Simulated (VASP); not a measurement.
# Ag in VASP: single point with PBE

Aim: the single point of Ag with PBE.

Everything below comes from runs of VASP 6.6.1. Logs are shortened: lines on timing, memory, paths and dates and some standing lists are left out, and cuts for length are marked.

### Step 1. The cell of the first run

The cell holds a slab with vacuum, 3 atoms: a = 2.936 Å, b = 2.936 Å, c = 26.718 Å, α = 90.00°, β = 90.00°, γ = 120.00°.

### Step 2. Single point, PBE

The input, INCAR:

```
SYSTEM = Ag
ALGO = Normal
DIPOL = 0.5 0.5 0.670
EDIFF = 1E-6
ENCUT = 400
GGA = PE
GGA_COMPAT = .False.
IDIPOL = 3
ISIF = 2
ISMEAR = 1
LASPH = .True.
LCHARG = .False.
LDIPOL = .True.
LREAL = .False.
LWAVE = .False.
NBANDS = 24
NELM = 120
NELMDL = -8
PREC = Accurate
SIGMA = 0.1
```

The input, KPOINTS:

```
k-points
0
Gamma
  15 15 1
  0 0 0
```

The input, POSCAR:

```
Ag
1.0
    2.9361876910      0.0000000000      0.0000000000
   -1.4680938455      2.5428131307      0.0000000000
    0.0000000000      0.0000000000     26.7179845329
Ag
3
Direct
    0.6666666667      0.3333333333      0.5804330363
    0.3333333333      0.6666666667      0.6709289001
    0.0000000000      1.0000000000      0.7598033787
```

Potentials or basis: VASP PAW PBE potentials, release 64 (Ag).

On the command line:

```bash
$ cat potpaw_PBE.64/Ag/POTCAR > POTCAR
$ mpirun -np 1 vasp_std > vasp.out
```

OUTCAR:

```text
SYSTEM = Ag
   EDIFF = 1E-6
   ENCUT = 400
   GGA = PE
   ISIF = 2
   ISMEAR = 1
   LASPH = .True.
   LREAL = .False.
   NELM = 120
   NELMDL = -8
   PREC = Accurate

 ion  position               nearest neighbor table
   1  0.667  0.333  0.580-   2 2.95   2 2.95   2 2.95
   2  0.333  0.667  0.671-   3 2.92   3 2.92   3 2.92   1 2.95   1 2.95   1 2.95
   3  0.000  0.000  0.760-   2 2.92   2 2.92   2 2.92

  LATTYP: Found a hexagonal cell.
 ALAT       =     2.9361876910
 C/A-ratio  =     9.0995492607

  Lattice vectors:

 A1 = (   2.9361876910,   0.0000000000,   0.0000000000)
 A2 = (  -1.4680938455,   2.5428131307,   0.0000000000)
 A3 = (   0.0000000000,   0.0000000000,  26.7179845329)

Analysis of symmetry for initial positions (statically):
=====================================================================
 Subroutine PRICEL returns:
 Original cell was already a primitive cell.

 Routine SETGRP: Setting up the symmetry group for a
 hexagonal supercell.

 Subroutine GETGRP returns: Found  6 space group operations
 (whereof  6 operations were pure point group operations)
 out of a pool of 24 trial point group operations.

The static configuration has the point symmetry C_3v.

Analysis of symmetry for dynamics (positions and initial velocities):
=====================================================================
 Subroutine PRICEL returns:
 Original cell was already a primitive cell.

 Routine SETGRP: Setting up the symmetry group for a
 hexagonal supercell.

 Subroutine GETGRP returns: Found  6 space group operations
 (whereof  6 operations were pure point group operations)
 out of a pool of 24 trial point group operations.

The dynamic configuration has the point symmetry C_3v.

 Subroutine INISYM returns: Found  6 space group operations
 (whereof  6 operations are pure point group operations),
 and found     1 'primitive' translations

----------------------------------------------------------------------------------------

                                     Primitive cell

  volume of cell :     199.4812

  direct lattice vectors                    reciprocal lattice vectors
     2.936187691  0.000000000  0.000000000     0.340577683  0.196632617  0.000000000
    -1.468093846  2.542813131  0.000000000     0.000000000  0.393265234  0.000000000
     0.000000000  0.000000000 26.717984533     0.000000000  0.000000000  0.037427973

  length of vectors
     2.936187691  2.936187691 26.717984533     0.393265234  0.393265234  0.037427973

  position of ions in fractional coordinates (direct lattice)
     0.666666667  0.333333333  0.580433036
     0.333333333  0.666666667  0.670928900
     0.000000000  0.000000000  0.759803379

  ion indices of the primitive-cell ions
   primitive index   ion index
                 1           1
                 2           2
                 3           3

----------------------------------------------------------------------------------------

 KPOINTS: k-points

Automatic generation of k-mesh.
 Grid dimensions read from file:
 generate k-points for:   15   15    1

 Generating k-lattice:

  Cartesian coordinates                     Fractional coordinates (reciprocal lattice)
     0.022705179  0.013108841  0.000000000     0.066666667  0.000000000  0.000000000
     0.000000000  0.026217682  0.000000000     0.000000000  0.066666667  0.000000000
     0.000000000  0.000000000  0.037427973     0.000000000  0.000000000  1.000000000

  Length of vectors
     0.026217682  0.026217682  0.037427973

  Shift w.r.t. Gamma in fractional coordinates (k-lattice)
     0.000000000  0.000000000  0.000000000

 Subroutine IBZKPT returns following result:
 ===========================================

 Found     27 irreducible k-points:

 Following reciprocal coordinates:
            Coordinates               Weight
  0.000000  0.000000  0.000000      1.000000
  0.066667  0.000000  0.000000      6.000000
  0.133333  0.000000  0.000000      6.000000
  0.200000  0.000000  0.000000      6.000000
  0.266667  0.000000  0.000000      6.000000
  0.333333  0.000000  0.000000      6.000000
[... 16 lines left out ...]
  0.333333  0.200000  0.000000     12.000000
  0.400000  0.200000  0.000000      6.000000
 [... further k-points ...]
   k-points           NKPTS =     27   k-points in BZ     NKDIM =     27   number of bands    NBANDS=     24
   number of dos      NEDOS =    301   number of ions     NIONS =      3
   total plane-waves  NPLWV =  72000
   dimension x,y,z NGX =    20 NGY =   20 NGZ =  180
   dimension x,y,z NGXF=    40 NGYF=   40 NGZF=  360
   ions per type =               3
   NGX,Y,Z   is equivalent  to a cutoff of  11.32, 11.32, 11.20 a.u.
   NGXF,Y,Z  is equivalent  to a cutoff of  22.65, 22.65, 22.40 a.u.
 SYSTEM =  Ag
   PREC   = accura    normal or accurate (medium, high low for compatibility)
   ISTART =      0    job   : 0-new  1-cont  2-samecut
   ICHARG =      2    charge: 1-file 2-atom 10-const
   ISPIN  =      1    spin polarized calculation?
   LNONCOLLINEAR =      F non collinear calculations
   LSORBIT =      F    spin-orbit coupling
   LASPH  =      T    aspherical Exc in radial PAW
   ENCUT  =  400.0 eV  29.40 Ry    5.42 a.u.   4.79  4.79 43.57*2*pi/ulx,y,z
   NELM   =    120;   NELMIN=  2; NELMDL= -8     # of ELM steps
   EDIFF  = 0.1E-05   stopping-criterion for ELM
   LREAL  =      F    real-space projection
   EDIFFG = 0.1E-04   stopping-criterion for IOM
   NSW    =      0    number of steps for IOM
   IBRION =     -1    ionic relax: 0-MD 1-quasi-New 2-CG
   NFREE  =      0    steps in history (QN), initial steepest desc. (CG)
   ISIF   =      2    stress and relaxation
   ISYM   =      2    0-nonsym 1-usesym 2-fastsym
   POTIM  = 0.5000    time-step for ionic-motion
   TEBEG  =    0.0;   TEEND  =   0.0 temperature during run
   PSTRESS=    0.0 pullay stress
   NELECT =      33.0000    total number of electrons
   NUPDOWN=      -1.0000    fix difference up-down
   EMIN   =  10.00;   EMAX   =-10.00  energy-range for DOS
   EFERMI =   0.00;   METHOD = LEGACY
   ISMEAR =     1;   SIGMA  =   0.10  broadening in eV -4-tet -1-fermi 0-gaus
   EFERMI_NEDOS =   21; number of points for ismear=-14 and -15
   IALGO  =     38    algorithm
   IMIX   =      4    mixing-type and parameters
     AMIX     =   0.40;   BMIX     =  1.00
     AMIX_MAG =   1.60;   BMIX_MAG =  1.00
  volume/ion in A,a.u.               =      66.49       448.72
  Fermi-wavevector in a.u.,A,eV,Ry     =   0.898695  1.698287 10.988774  0.807652
  Thomas-Fermi vector in A             =   2.021436
   LORBIT       =      0    0 simple, 1 ext, 2 COOP (PROOUT), +10 PAW based schemes
   GGA     = PE    functional components
   LHFCALC =     F    Hartree Fock is set to
   AEXX    =    0.0000 exact exchange contribution
   IVDW    =     0    specifies the selected vdW correction
   LEPSILON=     F    determine dielectric tensor
   LRPA    =     F    only Hartree local field effects (RPA)
 non-spin polarized calculation
 Methfessel and Paxton  Order N= 1 SIGMA  =   0.10
  energy-cutoff  :      400.00
  volume of cell :      199.48
 maximum number of plane-waves:      3648
 NGX is ok and might be reduce to    20
   NGX =  9   NGY =  9   NGZ = 87

 dipolmoment           0.000000      0.000000      0.001845 electrons x Angstroem

 number of electron      32.9999992 magnetization

 dipolmoment           0.000000      0.000000     -0.000620 electrons x Angstroem

 Free energy of the ion-electron system (eV)
  ---------------------------------------------------
  ext. energy  EPLUGINS =         0.00000000
  ---------------------------------------------------
  free energy    TOTEN  =        -7.48217351 eV

  energy without entropy =       -7.48189115  energy(sigma->0) =       -7.48207939

 E-fermi :  -1.0862     XC(G=0):  -3.8448

 val. band max:       -1.1037179139   @ k =   0.1333   0.1333   0.0000
 cond. band min:      -1.0142566143   @ k =   0.2000   0.0667   0.0000
 fundamental gap:      0.0894612996
 Fermi energy:        -1.0862434653

 k-point     1 :       0.0000    0.0000    0.0000
  band No.  band energies     occupation
      1      -8.0262      2.00000
      2      -7.1113      2.00000
      3      -6.9794      2.00000
      4      -5.7865      2.00000
      5      -5.7674      2.00000
      6      -5.7674      2.00000
[... 16 lines left out ...]
     23       4.3335      0.00000
     24       4.6600      0.00000

 k-point     2 :       0.0667    0.0000    0.0000
  band No.  band energies     occupation
      1      -7.9101      2.00000
      2      -7.0354      2.00000
      3      -6.8781      2.00000
      4      -5.8089      2.00000
      5      -5.7833      2.00000
      6      -5.7117      2.00000
[... 16 lines left out ...]
     23       4.4386      0.00000
     24       4.7522      0.00000

 k-point     3 :       0.1333    0.0000    0.0000
  band No.  band energies     occupation
      1      -7.5846      2.00000
      2      -6.8409      2.00000
      3      -6.6133      2.00000
      4      -5.9166      2.00000
      5      -5.8423      2.00000
      6      -5.7488      2.00000
[... 16 lines left out ...]
     23       4.7537      0.00000
     24       5.0311      0.00000
[... 514 lines left out ...]
 k-point    23 :       0.3333    0.2000    0.0000
  band No.  band energies     occupation
      1      -6.6832      2.00000
      2      -6.5578      2.00000
      3      -6.5135      2.00000
      4      -6.1567      2.00000
      5      -5.9919      2.00000
      6      -5.7241      2.00000
[... 16 lines left out ...]
     23       7.0964      0.00000
     24       7.5571      0.00000

 k-point    24 :       0.4000    0.2000    0.0000
  band No.  band energies     occupation
      1      -6.7085      2.00000
      2      -6.5847      2.00000
      3      -6.5148      2.00000
      4      -6.1870      2.00000
      5      -6.0160      2.00000
      6      -5.6905      2.00000
[... 16 lines left out ...]
     23       7.2848      0.00000
     24       7.6734      0.00000

 [... further k-points ...]

------------------------ aborting loop because EDIFF is reached ----------------------------------------

 vacuum level on the upper side and lower side of the slab       (xc-potential included)        -0.024        -0.009

  FORCE on cell =-STRESS in cart. coord.  units (eV):
  Direction    XX          YY          ZZ          XY          YZ          ZX
  --------------------------------------------------------------------------------------
  -------------------------------------------------------------------------------------
  Total       -1.3621609     -1.3621609     -0.4174714     -0.0000000      0.0000000     -0.0000000
  in kB      -10.9404967    -10.9404967     -3.3530141     -0.0000000      0.0000000     -0.0000000
  external PRESSURE =      -8.4113358 kB  Pullay stress =       0.0000000 kB

 VOLUME and BASIS-vectors are now :
 -----------------------------------------------------------------------------
  energy-cutoff  :      400.00
  volume of cell :      199.48
      direct lattice vectors                 reciprocal lattice vectors
     2.936187691  0.000000000  0.000000000     0.340577683  0.196632617  0.000000000
    -1.468093846  2.542813131  0.000000000     0.000000000  0.393265234  0.000000000
     0.000000000  0.000000000 26.717984533     0.000000000  0.000000000  0.037427973

 POSITION                                       TOTAL-FORCE (eV/Angst)
 -----------------------------------------------------------------------------------
      1.46809      0.84760     15.50800         0.000000      0.000000      0.106943
     -0.00000      1.69521     17.92587        -0.000000      0.000000     -0.100966
      0.00000      0.00000     20.30041         0.000000     -0.000000     -0.005977
 -----------------------------------------------------------------------------------
    total drift:                               -0.000000      0.000000      0.000248

  FREE ENERGIE OF THE ION-ELECTRON SYSTEM (eV)
  ---------------------------------------------------
  free  energy   TOTEN  =        -7.4821735081 eV

  energy  without entropy=       -7.4818911481  energy(sigma->0) =       -7.48207939

 vacuum level on the upper side and lower side of the slab         3.271         3.283
```

It took 2.3 min on 1 thread of AMD EPYC 7R43 (Zen 3), shared host; peak memory 0.23 GiB.

Results:

```yaml
Free_energy: -7.4822 eV
Largest_force: 0.107 eV/Å
Band_gap_on_the_k_mesh: zero (an odd number of electrons rules out a gap without spin polarisation)
```

Forces on the atoms (eV/Å):
```
Ag   0.000  0.000  0.107
Ag   0.000  0.000 -0.101
Ag   0.000  0.000 -0.006
```

Levels at points of the mesh, in eV from the Fermi level:
| k point | band 13 | band 14 | band 15 | band 16 | band 17 | band 18 | band 19 | band 20 | band 21 | band 22 |
| --- | --- | --- | --- | --- | --- | --- | --- | --- | --- | --- |
| (0.00, 0.00, 0.00) | -3.74 | -3.44 | -3.44 | -3.13 | -3.13 | -1.40 | 0.39 | 3.96 | 4.31 | 4.59 |
